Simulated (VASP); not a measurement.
Write the native input for VASP 6.6.1 that does the following.

```yaml
Task: single point
Functional: PBEsol
Potentials_or_basis: VASP PAW PBE potentials, release 64 (Si)
Cutoff: 520 eV
k_mesh: 2 × 2 × 2
Occupations: fermi-dirac, width 0.02 eV
Spin: no spin polarisation
Dipole_correction: no
Further_INCAR_settings: LREAL = Auto; ALGO = Normal; EDIFF = 1e-07; NBANDS = 48
```

The structure of Si (a cell with a defect) lies in POSCAR:

```
Si
1.0
    0.0000000000      5.4300000000      5.4300000000
    5.4300000000      0.0000000000      5.4300000000
    5.4300000000      5.4300000000      0.0000000000
Si
17
Direct
    0.0005379865      0.0004552329      0.0003040645
    0.1249102169      0.1249779858      0.1251159116
    0.0004048752      0.0003622383      0.4988809158
    0.1221102596      0.1218910681      0.6280136052
    0.0005623667      0.4986768427      0.0003098161
    0.1223038950      0.6280536049      0.1215826503
   -0.0056848111      0.5019425006      0.5018098650
    0.1221428661      0.6279802741      0.6280149013
    0.4985813061      0.0005528157      0.0003419049
    0.6280987785      0.1221348689      0.1216341534
    0.5021604424     -0.0061871813      0.5019279851
    0.6279733722      0.1220270393      0.6280343119
    0.5025167298      0.5024146828     -0.0073136111
    0.6281241278      0.6281512855      0.1216429184
    0.5022108818      0.5021590781      0.5019564146
    0.6256713128      0.6251836755      0.6240957799
    0.3756428936      0.3751938879      0.3740963131
```

These files were run (other wordings do the same):

INCAR

```
SYSTEM = Si
  PREC = Accurate
  ENCUT = 520
  EDIFF = 1E-7
  ISMEAR = -1
  SIGMA = 0.02
  LREAL = Auto
  LASPH = .True.
  NELM = 80
  ALGO = Normal
  ISIF = 2
  LWAVE = .False.
  LCHARG = .False.
  GGA = PS
  NBANDS = 48
```

KPOINTS

```
regular mesh
0
Gamma
  2 2 2
  0 0 0
```

Potentials or basis: VASP PAW PBE potentials, release 64 (Si).

Run with:

```console
$ cat potpaw_PBE.64/Si/POTCAR > POTCAR
$ mpirun -np 1 vasp_std > vasp.out
```

Results of the run:

The pressure is 3.5 GPa, the largest force is 0.029 eV/Å and the band gap on the k mesh is zero (bands 34 and 35 overlap by 0.25 eV).

Caveat: the k points lie up to 0.50 Å⁻¹ apart; the PAW data sets were made with another functional, which shifts forces and pressure a little.

Run time: 3.8 min on 1 thread of Intel(R) Xeon(R) Platinum 8259CL CPU @ 2.50GHz (Skylake/Cascade Lake), with other jobs on the host, peak memory 0.47 GiB.
